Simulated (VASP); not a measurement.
# BiAs (zincblende type) (F-43m) in VASP: relaxation of cell and atoms with PBE

Aim: the relaxation of cell and atoms of BiAs (zincblende type) with PBE.

Everything below comes from runs of VASP 6.6.1. Logs are shortened: lines on timing, memory, paths and dates and some standing lists are left out, and cuts for length are marked.

## 1. The cell of the first run

The structure is cubic, space group F-43m (No. 216). Conventional cell: a = 6.439 Å, b = 6.439 Å, c = 6.439 Å, α = 90.00°, β = 90.00°, γ = 90.00°. Bi (site symmetry -43m) has 4 As at 2.79 Å within 3.7 Å. Within 3.7 Å of As (site symmetry -43m) lie 4 Bi at 2.79 Å.

## 2. Relaxation of cell and atoms, PBE

The input, INCAR:

```
SYSTEM = BiAs
PREC = Accurate
ENCUT = 600
EDIFF = 1E-6
ISMEAR = -1
SIGMA = 0.03
LREAL = .False.
LASPH = .True.
NELM = 80
ALGO = Normal
ISIF = 3
LWAVE = .False.
LCHARG = .False.
GGA = PE
IBRION = 2
NSW = 100
EDIFFG = -0.005
```

The input, KPOINTS:

```
Automatic mesh
0
Gamma
  10 10 10
  0 0 0
```

The input, POSCAR:

```
BiAs
1.0
    0.0000000000      3.2195088072      3.2195088072
    3.2195088072      0.0000000000      3.2195088072
    3.2195088072      3.2195088072      0.0000000000
Bi As
1 1
Direct
    0.0000000000      0.0000000000      0.0000000000
    0.2500000000      0.2500000000      0.2500000000
```

Potentials or basis: VASP PAW PBE potentials, release 64 (Bi_d, As).

Started as:

```bash
> cat potpaw_PBE.64/Bi_d/POTCAR potpaw_PBE.64/As/POTCAR > POTCAR
> mpirun -np 1 vasp_std > vasp.out
```

OUTCAR:

```text
SYSTEM = BiAs
   PREC = Accurate
   ENCUT = 600
   EDIFF = 1E-6
   ISMEAR = -1
   LREAL = .False.
   LASPH = .True.
   NELM = 80
   ISIF = 3
   GGA = PE
   IBRION = 2
   NSW = 100
   EDIFFG = -0.005

 ion  position               nearest neighbor table
   1  0.000  0.000  0.000-   2 2.79   2 2.79   2 2.79   2 2.79
   2  0.250  0.250  0.250-   1 2.79   1 2.79   1 2.79   1 2.79

  LATTYP: Found a face centered cubic cell.
 ALAT       =     6.4390176144

  Lattice vectors:

 A1 = (   0.0000000000,   3.2195088072,   3.2195088072)
 A2 = (   3.2195088072,   0.0000000000,   3.2195088072)
 A3 = (   3.2195088072,   3.2195088072,   0.0000000000)

Analysis of symmetry for initial positions (statically):
=====================================================================
 Subroutine PRICEL returns:
 Original cell was already a primitive cell.

 Routine SETGRP: Setting up the symmetry group for a
 face centered cubic supercell.

 Subroutine GETGRP returns: Found 24 space group operations
 (whereof 24 operations were pure point group operations)
 out of a pool of 48 trial point group operations.

The static configuration has the point symmetry T_d .

Analysis of symmetry for dynamics (positions and initial velocities):
=====================================================================
 Subroutine PRICEL returns:
 Original cell was already a primitive cell.

 Routine SETGRP: Setting up the symmetry group for a
 face centered cubic supercell.

 Subroutine GETGRP returns: Found 24 space group operations
 (whereof 24 operations were pure point group operations)
 out of a pool of 48 trial point group operations.

The dynamic configuration has the point symmetry T_d .

 Subroutine INISYM returns: Found 24 space group operations
 (whereof 24 operations are pure point group operations),
 and found     1 'primitive' translations

----------------------------------------------------------------------------------------

                                     Primitive cell

  volume of cell :      66.7419

  direct lattice vectors                    reciprocal lattice vectors
     0.000000000  3.219508807  3.219508807    -0.155303194  0.155303194  0.155303194
     3.219508807  0.000000000  3.219508807     0.155303194 -0.155303194  0.155303194
     3.219508807  3.219508807  0.000000000     0.155303194  0.155303194 -0.155303194

  length of vectors
     4.553073019  4.553073019  4.553073019     0.268993022  0.268993022  0.268993022

  position of ions in fractional coordinates (direct lattice)
     0.000000000  0.000000000  0.000000000
     0.250000000  0.250000000  0.250000000

  ion indices of the primitive-cell ions
   primitive index   ion index
                 1           1
                 2           2

----------------------------------------------------------------------------------------

 KPOINTS: Automatic mesh

Automatic generation of k-mesh.
 Grid dimensions read from file:
 generate k-points for:   10   10   10

 Generating k-lattice:

  Cartesian coordinates                     Fractional coordinates (reciprocal lattice)
    -0.015530319  0.015530319  0.015530319     0.100000000  0.000000000  0.000000000
     0.015530319 -0.015530319  0.015530319     0.000000000  0.100000000  0.000000000
     0.015530319  0.015530319 -0.015530319     0.000000000  0.000000000  0.100000000

  Length of vectors
     0.026899302  0.026899302  0.026899302

  Shift w.r.t. Gamma in fractional coordinates (k-lattice)
     0.000000000  0.000000000  0.000000000

 Subroutine IBZKPT returns following result:
 ===========================================

 Found     47 irreducible k-points:

 Following reciprocal coordinates:
            Coordinates               Weight
  0.000000  0.000000  0.000000      1.000000
  0.100000  0.000000  0.000000      8.000000
  0.200000  0.000000  0.000000      8.000000
  0.300000  0.000000  0.000000      8.000000
  0.400000  0.000000  0.000000      8.000000
  0.500000  0.000000  0.000000      4.000000
[... 16 lines left out ...]
  0.300000  0.300000  0.000000      6.000000
  0.400000  0.300000  0.000000     24.000000
 [... further k-points ...]
   k-points           NKPTS =     47   k-points in BZ     NKDIM =     47   number of bands    NBANDS=     14
   number of dos      NEDOS =    301   number of ions     NIONS =      2
   total plane-waves  NPLWV =  46656
   dimension x,y,z NGX =    36 NGY =   36 NGZ =   36
   dimension x,y,z NGXF=    72 NGYF=   72 NGZF=   72
   ions per type =               1   1
   NGX,Y,Z   is equivalent  to a cutoff of  13.14, 13.14, 13.14 a.u.
   NGXF,Y,Z  is equivalent  to a cutoff of  26.29, 26.29, 26.29 a.u.
 SYSTEM =  BiAs
   PREC   = accura    normal or accurate (medium, high low for compatibility)
   ISTART =      0    job   : 0-new  1-cont  2-samecut
   ICHARG =      2    charge: 1-file 2-atom 10-const
   ISPIN  =      1    spin polarized calculation?
   LNONCOLLINEAR =      F non collinear calculations
   LSORBIT =      F    spin-orbit coupling
   LASPH  =      T    aspherical Exc in radial PAW
   ENCUT  =  600.0 eV  44.10 Ry    6.64 a.u.   9.09  9.09  9.09*2*pi/ulx,y,z
   NELM   =     80;   NELMIN=  2; NELMDL= -5     # of ELM steps
   EDIFF  = 0.1E-05   stopping-criterion for ELM
   LREAL  =      F    real-space projection
   EDIFFG = -.5E-02   stopping-criterion for IOM
   NSW    =    100    number of steps for IOM
   IBRION =      2    ionic relax: 0-MD 1-quasi-New 2-CG
   NFREE  =      1    steps in history (QN), initial steepest desc. (CG)
   ISIF   =      3    stress and relaxation
   ISYM   =      2    0-nonsym 1-usesym 2-fastsym
   POTIM  = 0.5000    time-step for ionic-motion
   TEBEG  =    0.0;   TEEND  =   0.0 temperature during run
   PSTRESS=    0.0 pullay stress
   NELECT =      20.0000    total number of electrons
   NUPDOWN=      -1.0000    fix difference up-down
   EMIN   =  10.00;   EMAX   =-10.00  energy-range for DOS
   EFERMI =   0.00;   METHOD = LEGACY
   ISMEAR =    -1;   SIGMA  =   0.03  broadening in eV -4-tet -1-fermi 0-gaus
   EFERMI_NEDOS =   21; number of points for ismear=-14 and -15
   IALGO  =     38    algorithm
   IMIX   =      4    mixing-type and parameters
     AMIX     =   0.40;   BMIX     =  1.00
     AMIX_MAG =   1.60;   BMIX_MAG =  1.00
  volume/ion in A,a.u.               =      33.37       225.20
  Fermi-wavevector in a.u.,A,eV,Ry     =   1.095516  2.070224 16.329091  1.200154
  Thomas-Fermi vector in A             =   2.231841
   LORBIT       =      0    0 simple, 1 ext, 2 COOP (PROOUT), +10 PAW based schemes
   GGA     = PE    functional components
   LHFCALC =     F    Hartree Fock is set to
   AEXX    =    0.0000 exact exchange contribution
   IVDW    =     0    specifies the selected vdW correction
   LEPSILON=     F    determine dielectric tensor
   LRPA    =     F    only Hartree local field effects (RPA)
 conjugate gradient relaxation of ions
 non-spin polarized calculation
  energy-cutoff  :      600.00
  volume of cell :       66.74
 maximum number of plane-waves:      2252
   NGX = 19   NGY = 19   NGZ = 19

--------------------------------------- Ionic step        1  -------------------------------------------

 number of electron      20.0000004 magnetization

 Free energy of the ion-electron system (eV)
  ---------------------------------------------------
  ext. energy  EPLUGINS =         0.00000000
  ---------------------------------------------------
  free energy    TOTEN  =        -7.99579124 eV

  energy without entropy =       -7.99271479  energy(sigma->0) =       -7.99425301

------------------------ aborting loop because EDIFF is reached ----------------------------------------

  FORCE on cell =-STRESS in cart. coord.  units (eV):
  Direction    XX          YY          ZZ          XY          YZ          ZX
  --------------------------------------------------------------------------------------
  -------------------------------------------------------------------------------------
  Total        2.5256738      2.5256738      2.5256738     -0.0000000     -0.0000000     -0.0000000
  in kB       60.6302000     60.6302000     60.6302000     -0.0000000     -0.0000000     -0.0000000
  external PRESSURE =      60.6302000 kB  Pullay stress =       0.0000000 kB

 VOLUME and BASIS-vectors are now :
 -----------------------------------------------------------------------------
  energy-cutoff  :      600.00
  volume of cell :       66.74
      direct lattice vectors                 reciprocal lattice vectors
     0.000000000  3.219508807  3.219508807    -0.155303194  0.155303194  0.155303194
     3.219508807  0.000000000  3.219508807     0.155303194 -0.155303194  0.155303194
     3.219508807  3.219508807  0.000000000     0.155303194  0.155303194 -0.155303194
[... 37 lines left out ...]
 POSITION                                       TOTAL-FORCE (eV/Angst)
 -----------------------------------------------------------------------------------
     -0.00000      3.41565      3.41565        -0.000000     -0.000000     -0.000000
      1.70782      1.70782      1.70782         0.000000      0.000000      0.000000
 -----------------------------------------------------------------------------------
    total drift:                               -0.000000     -0.000000     -0.000000

  FREE ENERGIE OF THE ION-ELECTRON SYSTEM (eV)
  ---------------------------------------------------
  free  energy   TOTEN  =        -8.1170005372 eV

  energy  without entropy=       -8.1134301451  energy(sigma->0) =       -8.11521534

--------------------------------------- Ionic step        3  -------------------------------------------

 number of electron      20.0000008 magnetization

 Free energy of the ion-electron system (eV)
  ---------------------------------------------------
  ext. energy  EPLUGINS =         0.00000000
  ---------------------------------------------------
  free energy    TOTEN  =        -8.14317450 eV

  energy without entropy =       -8.13971090  energy(sigma->0) =       -8.14144270

 E-fermi :   3.4199     XC(G=0):  -8.2287

 val. band max:        3.4165509702   @ k =   0.4000   0.3000   0.0000
 cond. band min:       3.4465230530   @ k =  -0.4000   0.5000   0.1000
 fundamental gap:      0.0299720828
 Fermi energy:         3.4199169819

 k-point     1 :       0.0000    0.0000    0.0000
  band No.  band energies     occupation
      1     -19.5293      2.00000
      2     -19.5293      2.00000
      3     -19.5293      2.00000
      4     -19.5121      2.00000
      5     -19.5121      2.00000
      6      -9.4173      2.00000
      7      -3.5680      2.00000
      8       1.8647      2.00000
      9       1.8647      2.00000
     10       1.8647      2.00000
     11       4.3605      0.00000
     12       4.3605      0.00000
     13       4.3605      0.00000
     14       7.3839      0.00000

 k-point     2 :       0.1000    0.0000    0.0000
  band No.  band energies     occupation
      1     -19.5295      2.00000
      2     -19.5289      2.00000
      3     -19.5289      2.00000
      4     -19.5121      2.00000
      5     -19.5121      2.00000
      6      -9.3462      2.00000
      7      -3.7815      2.00000
      8       1.7511      2.00000
      9       1.7511      2.00000
     10       1.7852      2.00000
[... 362 lines left out ...]
 k-point    24 :       0.4000    0.3000    0.0000
  band No.  band energies     occupation
      1     -19.5352      2.00000
      2     -19.5226      2.00000
      3     -19.5225      2.00000
      4     -19.5139      2.00000
      5     -19.5098      2.00000
      6      -8.2676      2.00000
      7      -5.8928      2.00000
      8       0.2133      2.00000
      9       0.3954      2.00000
     10       2.9971      2.00000
     11       3.4166      1.05604
     12       6.9428      0.00000
     13       7.0688      0.00000
     14       8.8758      0.00000

 [... further k-points ...]
[... 5 lines left out ...]
  --------------------------------------------------------------------------------------
  -------------------------------------------------------------------------------------
  Total        0.0012726      0.0012726      0.0012726     -0.0000000      0.0000000     -0.0000000
  in kB        0.0270470      0.0270470      0.0270470     -0.0000000      0.0000000     -0.0000000
  external PRESSURE =       0.0270470 kB  Pullay stress =       0.0000000 kB

 VOLUME and BASIS-vectors are now :
 -----------------------------------------------------------------------------
  energy-cutoff  :      600.00
  volume of cell :       75.39
      direct lattice vectors                 reciprocal lattice vectors
    -0.000000000  3.352904978  3.352904978    -0.149124417  0.149124417  0.149124417
     3.352904978  0.000000000  3.352904978     0.149124417 -0.149124417  0.149124417
     3.352904978  3.352904978 -0.000000000     0.149124417  0.149124417 -0.149124417

 POSITION                                       TOTAL-FORCE (eV/Angst)
 -----------------------------------------------------------------------------------
      0.00000      0.00000      0.00000         0.000000      0.000000      0.000000
      1.67645      1.67645      1.67645        -0.000000     -0.000000     -0.000000
 -----------------------------------------------------------------------------------
    total drift:                               -0.000000     -0.000000     -0.000000

  FREE ENERGIE OF THE ION-ELECTRON SYSTEM (eV)
  ---------------------------------------------------
  free  energy   TOTEN  =        -8.1431745002 eV

  energy  without entropy=       -8.1397109000  energy(sigma->0) =       -8.14144270

 reached required accuracy - stopping structural energy minimisation
```

It took 2.4 min on 1 thread of Intel Xeon 8259CL, shared host; peak memory 0.25 GiB.

Results:

| Item | Value |
| --- | --- |
| Free energy | -8.1432 eV |
| Relaxed volume | 37.69 Å³/atom |
| Relaxed cell | a = 4.742 Å, b = 4.742 Å, c = 4.742 Å, α = 60.00°, β = 60.00°, γ = 60.00° |
| Space group after relaxing (to 0.1 Å) | F-43m (No. 216) |
| Energy gained by relaxing | 73.7 meV/atom |
| Ionic steps | 3 |
| Pressure after relaxing | 0.0 GPa |
| Band gap on the k mesh | zero (bands 10 and 11 overlap by 0.74 eV) |

The path:
```tsv
step	energy change (eV)	largest force (eV/Å)	pressure (GPa)	volume (Å³)
1	0.0000	0.0000	6.06	66.74
2	-0.1212	0.0000	-1.85	79.70
3	-0.1474	0.0000	0.00	75.39
```

Final structure:
```
Bi As
1.0
     0.00000    3.35290    3.35290
     3.35290    0.00000    3.35290
     3.35290    3.35290    0.00000
Bi As
1 1
Direct
  0.00000 0.00000 0.00000
  0.25000 0.25000 0.25000
```

Levels at points of the mesh, in eV from the Fermi level:
```
           k point  band 6  band 7  band 8  band 9  band 10  band 11  band 12  band 13  band 14
(0.00, 0.00, 0.00)  -12.84   -6.99   -1.56   -1.56    -1.56     0.94     0.94     0.94     3.96
(0.50, 0.00, 0.00)  -11.76   -9.28   -2.50   -2.38    -2.38     2.03     2.03     4.02     5.89
(0.50, 0.50, 0.00)  -10.84  -10.37   -3.30   -3.30    -0.50    -0.38     4.63     4.63     6.06
```

Caveat: spin-orbit coupling is left out, which moves the levels of the heavy elements.

The gap in the log of VASP goes by the Fermi energy; the results here count the filled bands.